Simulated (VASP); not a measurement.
# BiTe (Fm-3m) in VASP: further runs

The runs below take BiTe through single point, with HSE06, PBE-based screened hybrid with 10 % exact exchange.

All numbers are computed with VASP 6.6.1; they aren't measurements. Logs are shortened: lines on timing, memory, paths and dates and some standing lists are left out, and cuts for length are marked.

## Step 1: The cell of the first run

Symmetry: Fm-3m, No. 225, cubic system. The conventional cell has a = 6.470 Å, b = 6.470 Å, c = 6.470 Å, α = 90.00°, β = 90.00°, γ = 90.00°. Within 4.3 Å of Bi (site symmetry m-3m) lie 6 Te at 3.23 Å. Within 4.3 Å of Te (site symmetry m-3m) lie 6 Bi at 3.23 Å.

## Step 2: Single point, HSE06

Input file POSCAR:

```
BiTe
1.0
    0.0000000000      3.2350000000      3.2350000000
    3.2350000000      0.0000000000      3.2350000000
    3.2350000000      3.2350000000      0.0000000000
Bi Te
1 1
Direct
    0.0000000000      0.0000000000      0.0000000000
    0.5000000000      0.5000000000      0.5000000000
```

Input file INCAR.step1:

```
SYSTEM = BiTe
PREC = Accurate
ENCUT = 400
EDIFF = 1E-5
ISMEAR = -1
SIGMA = 0.05
LREAL = .FALSE.
LASPH = .TRUE.
NELM = 120
ALGO = Normal
ISIF = 2
LWAVE = .TRUE.
LCHARG = .FALSE.
GGA = PE
NBANDS = 18
GGA_COMPAT = .FALSE.
```

Input file INCAR.step2:

```
SYSTEM = BiTe
PREC = Accurate
ENCUT = 400
EDIFF = 1E-6
ISMEAR = -1
SIGMA = 0.05
LREAL = .FALSE.
LASPH = .TRUE.
NELM = 120
ALGO = Normal
ISIF = 2
LWAVE = .FALSE.
LCHARG = .FALSE.
GGA = PE
LHFCALC = .TRUE.
HFSCREEN = 0.2079
PRECFOCK = Normal
ISTART = 1
NBANDS = 18
GGA_COMPAT = .FALSE.
```

Input file KPOINTS:

```
regular mesh
0
G
  6 6 6
  0 0 0
```

Potentials or basis: VASP PAW PBE potentials, release 64 (Bi_d, Te).

On the command line:

```console
> cat potpaw_PBE.64/Bi_d/POTCAR potpaw_PBE.64/Te/POTCAR > POTCAR
> cp INCAR.step1 INCAR
> mpirun -np 1 vasp_std > vasp.out
> cp INCAR.step2 INCAR
> mpirun -np 1 vasp_std > vasp.out
```

OUTCAR:

```text
SYSTEM = BiTe
   PREC = Accurate
   ENCUT = 400
   EDIFF = 1E-6
   ISMEAR = -1
   LREAL = .FALSE.
   LASPH = .TRUE.
   NELM = 120
   ISIF = 2
   GGA = PE
   LHFCALC = .TRUE.
   HFSCREEN = 0.2079
   PRECFOCK = Normal
   ISTART = 1

 ion  position               nearest neighbor table
   1  0.000  0.000  0.000-   2 3.23   2 3.23   2 3.23   2 3.23   2 3.23   2 3.23
   2  0.500  0.500  0.500-   1 3.23   1 3.23   1 3.23   1 3.23   1 3.23   1 3.23

  LATTYP: Found a face centered cubic cell.
 ALAT       =     6.4700000000

  Lattice vectors:

 A1 = (   0.0000000000,   3.2350000000,   3.2350000000)
 A2 = (   3.2350000000,   0.0000000000,   3.2350000000)
 A3 = (   3.2350000000,   3.2350000000,   0.0000000000)

Analysis of symmetry for initial positions (statically):
=====================================================================
 Subroutine PRICEL returns:
 Original cell was already a primitive cell.

 Routine SETGRP: Setting up the symmetry group for a
 face centered cubic supercell.

 Subroutine GETGRP returns: Found 48 space group operations
 (whereof 48 operations were pure point group operations)
 out of a pool of 48 trial point group operations.

The static configuration has the point symmetry O_h .

Analysis of symmetry for dynamics (positions and initial velocities):
=====================================================================
 Subroutine PRICEL returns:
 Original cell was already a primitive cell.

 Routine SETGRP: Setting up the symmetry group for a
 face centered cubic supercell.

 Subroutine GETGRP returns: Found 48 space group operations
 (whereof 48 operations were pure point group operations)
 out of a pool of 48 trial point group operations.

The dynamic configuration has the point symmetry O_h .

 Subroutine INISYM returns: Found 48 space group operations
 (whereof 48 operations are pure point group operations),
 and found     1 'primitive' translations

----------------------------------------------------------------------------------------

                                     Primitive cell

  volume of cell :      67.7100

  direct lattice vectors                    reciprocal lattice vectors
     0.000000000  3.235000000  3.235000000    -0.154559505  0.154559505  0.154559505
     3.235000000  0.000000000  3.235000000     0.154559505 -0.154559505  0.154559505
     3.235000000  3.235000000  0.000000000     0.154559505  0.154559505 -0.154559505

  length of vectors
     4.574980874  4.574980874  4.574980874     0.267704916  0.267704916  0.267704916

  position of ions in fractional coordinates (direct lattice)
     0.000000000  0.000000000  0.000000000
     0.500000000  0.500000000  0.500000000

  ion indices of the primitive-cell ions
   primitive index   ion index
                 1           1
                 2           2

----------------------------------------------------------------------------------------

 KPOINTS: regular mesh

Automatic generation of k-mesh.
 Grid dimensions read from file:
 generate k-points for:    6    6    6

 Generating k-lattice:

  Cartesian coordinates                     Fractional coordinates (reciprocal lattice)
    -0.025759918  0.025759918  0.025759918     0.166666667  0.000000000  0.000000000
     0.025759918 -0.025759918  0.025759918     0.000000000  0.166666667  0.000000000
     0.025759918  0.025759918 -0.025759918     0.000000000  0.000000000  0.166666667

  Length of vectors
     0.044617486  0.044617486  0.044617486

  Shift w.r.t. Gamma in fractional coordinates (k-lattice)
     0.000000000  0.000000000  0.000000000

 Subroutine IBZKPT returns following result:
 ===========================================

 Found     16 irreducible k-points:

 Following reciprocal coordinates:
            Coordinates               Weight
  0.000000  0.000000  0.000000      1.000000
  0.166667  0.000000  0.000000      8.000000
  0.333333  0.000000  0.000000      8.000000
  0.500000  0.000000  0.000000      4.000000
  0.166667  0.166667  0.000000      6.000000
  0.333333  0.166667  0.000000     24.000000
[... 8 lines left out ...]
 -0.333333  0.333333  0.166667     24.000000
 -0.333333  0.500000  0.166667     12.000000
   k-points           NKPTS =     16   k-points in BZ     NKDIM =    216   number of bands    NBANDS=     18
   number of dos      NEDOS =    301   number of ions     NIONS =      2
   total plane-waves  NPLWV =  27000
   dimension x,y,z NGX =    30 NGY =   30 NGZ =   30
   dimension x,y,z NGXF=    60 NGYF=   60 NGZF=   60
   ions per type =               1   1
   NGX,Y,Z   is equivalent  to a cutoff of  10.90, 10.90, 10.90 a.u.
   NGXF,Y,Z  is equivalent  to a cutoff of  21.80, 21.80, 21.80 a.u.
 SYSTEM =  BiTe
   PREC   = accura    normal or accurate (medium, high low for compatibility)
   ISTART =      1    job   : 0-new  1-cont  2-samecut
   ICHARG =      0    charge: 1-file 2-atom 10-const
   ISPIN  =      1    spin polarized calculation?
   LNONCOLLINEAR =      F non collinear calculations
   LSORBIT =      F    spin-orbit coupling
   LASPH  =      T    aspherical Exc in radial PAW
   ENCUT  =  400.0 eV  29.40 Ry    5.42 a.u.   7.46  7.46  7.46*2*pi/ulx,y,z
   NELM   =    120;   NELMIN=  2; NELMDL=  0     # of ELM steps
   EDIFF  = 0.1E-05   stopping-criterion for ELM
   LREAL  =      F    real-space projection
   EDIFFG = 0.1E-04   stopping-criterion for IOM
   NSW    =      0    number of steps for IOM
   IBRION =     -1    ionic relax: 0-MD 1-quasi-New 2-CG
   NFREE  =      0    steps in history (QN), initial steepest desc. (CG)
   ISIF   =      2    stress and relaxation
   ISYM   =      3    0-nonsym 1-usesym 2-fastsym
   POTIM  = 0.5000    time-step for ionic-motion
   TEBEG  =    0.0;   TEEND  =   0.0 temperature during run
   PSTRESS=    0.0 pullay stress
   NELECT =      21.0000    total number of electrons
   NUPDOWN=      -1.0000    fix difference up-down
   EMIN   =  10.00;   EMAX   =-10.00  energy-range for DOS
   EFERMI =   0.00;   METHOD = LEGACY
   ISMEAR =    -1;   SIGMA  =   0.05  broadening in eV -4-tet -1-fermi 0-gaus
   EFERMI_NEDOS =   21; number of points for ismear=-14 and -15
   IALGO  =     38    algorithm
   IMIX   =      1    mixing-type and parameters
     AMIX     =   0.40;   BMIX     =  1.00
     AMIX_MAG =   1.60;   BMIX_MAG =  1.00
  volume/ion in A,a.u.               =      33.86       228.46
  Fermi-wavevector in a.u.,A,eV,Ry     =   1.108146  2.094092 16.707785  1.227988
  Thomas-Fermi vector in A             =   2.244669
   LORBIT       =      0    0 simple, 1 ext, 2 COOP (PROOUT), +10 PAW based schemes
   GGA     = PE    functional components
   LHFCALC =     T    Hartree Fock is set to
   PRECFOCK=normal    Normal, Fast or Accurate (Low or Medium for compatibility)
   ENCUT4O =  -1.0   cutoff for four orbital integrals eV
   NKREDX  =     1    reduce k-point grid by
   NKREDY  =     1    reduce k-point grid by
   NKREDZ  =     1    reduce k-point grid by
   AEXX    =    0.2500 exact exchange contribution
   HFSCREEN=    0.2079 screening length (either q_TF or 0.3 A-1)
   HFSCREENC=   0.2079 screening length for correlation (either q_TF or 0.3 A-1)
   ENCUTFOCK=  -1.0 apply spherical cutoff to Coloumb kernel
   IVDW    =     0    specifies the selected vdW correction
   LEPSILON=     F    determine dielectric tensor
   LRPA    =     F    only Hartree local field effects (RPA)
 non-spin polarized calculation
  energy-cutoff  :      400.00
  volume of cell :       67.71
 maximum number of plane-waves:      1247
 NGX is ok and might be reduce to    30
  NGX = 24; NGY = 24; NGZ = 24

 number of electron      21.0000008 magnetization

 Free energy of the ion-electron system (eV)
  ---------------------------------------------------
  ext. energy  EPLUGINS =         0.00000000
  ---------------------------------------------------
  free energy    TOTEN  =        -8.60537115 eV

  energy without entropy =       -8.58882085  energy(sigma->0) =       -8.59709600

 E-fermi :   6.4627     XC(G=0):  -7.8797

 val. band max:        6.4524124710   @ k =  -0.1667   0.1667   0.0000
 cond. band min:       6.6163143270   @ k =   0.3333   0.0000   0.0000
 fundamental gap:      0.1639018561
 Fermi energy:         6.4626546082

 k-point     1 :       0.0000    0.0000    0.0000
  band No.  band energies     occupation
      1     -18.8322      2.00000
      2     -18.8322      2.00000
      3     -18.8228      2.00000
      4     -18.8228      2.00000
      5     -18.8228      2.00000
      6      -8.4690      2.00000
[... 10 lines left out ...]
     17      13.0279      0.00000
     18      13.5871      0.00000

 k-point     2 :       0.1667    0.0000    0.0000
  band No.  band energies     occupation
      1     -18.8333      2.00000
      2     -18.8333      2.00000
      3     -18.8223      2.00000
      4     -18.8212      2.00000
      5     -18.8212      2.00000
      6      -8.1933      2.00000
[... 10 lines left out ...]
     17      14.6302      0.00000
     18      15.0681      0.00000

 k-point     3 :       0.3333    0.0000    0.0000
  band No.  band energies     occupation
      1     -18.8361      2.00000
      2     -18.8361      2.00000
      3     -18.8215      2.00000
      4     -18.8178      2.00000
      5     -18.8178      2.00000
      6      -7.3894      2.00000
[... 10 lines left out ...]
     17      16.6973      0.00000
     18      17.8170      0.00000

 k-point     4 :       0.5000    0.0000    0.0000
  band No.  band energies     occupation
      1     -18.8376      2.00000
      2     -18.8376      2.00000
      3     -18.8210      2.00000
      4     -18.8159      2.00000
      5     -18.8159      2.00000
      6      -6.3345      2.00000
[... 207 lines left out ...]
      4     -18.8163      2.00000
      5     -18.8147      2.00000
      6      -6.8131      2.00000
[... 10 lines left out ...]
     17      15.3964      0.00000
     18      17.0163      0.00000

 k-point    15 :      -0.3333    0.3333    0.1667
  band No.  band energies     occupation
      1     -18.8419      2.00000
      2     -18.8336      2.00000
      3     -18.8194      2.00000
      4     -18.8185      2.00000
      5     -18.8132      2.00000
      6      -6.0387      2.00000
[... 10 lines left out ...]
     17      16.4978      0.00000
     18      17.7125      0.00000

 k-point    16 :      -0.3333    0.5000    0.1667
  band No.  band energies     occupation
      1     -18.8450      2.00000
      2     -18.8309      2.00000
      3     -18.8229      2.00000
      4     -18.8155      2.00000
      5     -18.8117      2.00000
      6      -6.1561      2.00000
[... 10 lines left out ...]
     17      17.3167      0.00000
     18      17.7224      0.00000

------------------------ aborting loop because EDIFF is reached ----------------------------------------

  FORCE on cell =-STRESS in cart. coord.  units (eV):
  Direction    XX          YY          ZZ          XY          YZ          ZX
  --------------------------------------------------------------------------------------
  -------------------------------------------------------------------------------------
  Total       -0.4323330     -0.4323330     -0.4323330      0.0000000     -0.0000000     -0.0000000
  in kB      -10.2300109    -10.2300109    -10.2300109      0.0000000     -0.0000000     -0.0000000
  external PRESSURE =     -10.2300109 kB  Pullay stress =       0.0000000 kB

 VOLUME and BASIS-vectors are now :
 -----------------------------------------------------------------------------
  energy-cutoff  :      400.00
  volume of cell :       67.71
      direct lattice vectors                 reciprocal lattice vectors
     0.000000000  3.235000000  3.235000000    -0.154559505  0.154559505  0.154559505
     3.235000000  0.000000000  3.235000000     0.154559505 -0.154559505  0.154559505
     3.235000000  3.235000000  0.000000000     0.154559505  0.154559505 -0.154559505

 POSITION                                       TOTAL-FORCE (eV/Angst)
 -----------------------------------------------------------------------------------
      0.00000      0.00000      0.00000         0.000000      0.000000      0.000000
      3.23500      3.23500      3.23500        -0.000000     -0.000000     -0.000000
 -----------------------------------------------------------------------------------
    total drift:                               -0.000001     -0.000001     -0.000000

  FREE ENERGIE OF THE ION-ELECTRON SYSTEM (eV)
  ---------------------------------------------------
  free  energy   TOTEN  =        -8.6053711451 eV

  energy  without entropy=       -8.5888208475  energy(sigma->0) =       -8.59709600
```

Run time: 46 min. Hardware: 1 thread of Intel Xeon Platinum 8488C (Sapphire Rapids), shared host; peak memory 0.29 GiB.

Results:

* Free energy: -8.6054 eV
* Pressure: -1.0 GPa
* Band gap on the k mesh: zero (an odd number of electrons rules out a gap without spin polarisation)

Levels at points of the mesh, in eV from the Fermi level:
| k point | band 8 | band 9 | band 10 | band 11 | band 12 | band 13 |
| --- | --- | --- | --- | --- | --- | --- |
| (0.00, 0.00, 0.00) | -2.92 | -2.92 | -2.92 | 2.59 | 2.59 | 2.59 |
| (0.50, 0.00, 0.00) | -2.20 | -2.20 | -1.73 | -0.77 | -0.59 | -0.59 |
| (0.50, 0.50, 0.00) | -6.39 | -4.56 | -4.56 | 2.55 | 4.17 | 4.17 |

Caveat: the PAW data sets were made with another functional, which shifts forces and pressure a little; spin-orbit coupling is left out, which moves the levels of the heavy elements.

## Step 3: Single point, PBE-based screened hybrid with 10 % exact exchange

POSCAR is that of step 2.

Input file INCAR.step1:

```
SYSTEM = BiTe
ALGO = Normal
EDIFF = 1E-5
ENCUT = 520
GGA = PE
ISIF = 2
ISMEAR = -1
LASPH = .True.
LCHARG = .False.
LREAL = .False.
LWAVE = .True.
NBANDS = 18
NELM = 100
PREC = Accurate
SIGMA = 0.05
```

Input file INCAR.step2:

```
SYSTEM = BiTe
AEXX = 0.1
ALGO = Normal
EDIFF = 1E-7
ENCUT = 520
GGA = PE
HFSCREEN = 0.2078699
ISIF = 2
ISMEAR = -1
ISTART = 1
LASPH = .True.
LCHARG = .False.
LHFCALC = .True.
LREAL = .False.
LWAVE = .False.
NBANDS = 18
NELM = 100
PREC = Accurate
PRECFOCK = Normal
SIGMA = 0.05
```

Input file KPOINTS:

```
k-points
0
Gamma
  4 4 4
  0 0 0
```

Potentials or basis: VASP PAW PBE potentials, release 64 (Bi_d, Te).

On the command line:

```console
> cat potpaw_PBE.64/Bi_d/POTCAR potpaw_PBE.64/Te/POTCAR > POTCAR
> cp INCAR.step1 INCAR
> mpirun -np 1 vasp_std > vasp.out
> cp INCAR.step2 INCAR
> mpirun -np 1 vasp_std > vasp.out
```

It took 40 min on 1 thread of Intel Xeon 8259CL, shared host; peak memory 0.33 GiB.

It converged, with:

```yaml
Free_energy: -7.7597 eV
Pressure: -0.2 GPa
Band_gap_on_the_k_mesh: zero (an odd number of electrons rules out a gap without spin polarisation)
```

Levels at points of the mesh, in eV from the Fermi level:
```csv
k point,band 7,band 8,band 9,band 10,band 11,band 12,band 13,band 14
"(0.00, 0.00, 0.00)",-8.38,-2.71,-2.71,-2.71,2.33,2.33,2.33,4.84
"(0.50, 0.00, 0.00)",-11.67,-2.04,-2.04,-1.66,-0.79,-0.62,-0.62,7.59
"(0.50, 0.50, 0.00)",-10.31,-5.96,-4.24,-4.24,2.37,3.81,3.81,5.24
```

Caveat: the k points lie up to 0.42 Å⁻¹ apart, too coarse for converged energies and pressures of a metal; the PAW data sets were made with another functional, which shifts forces and pressure a little; spin-orbit coupling is left out, which moves the levels of the heavy elements.

The gap in the log of VASP goes by the Fermi energy; the results here count the filled bands.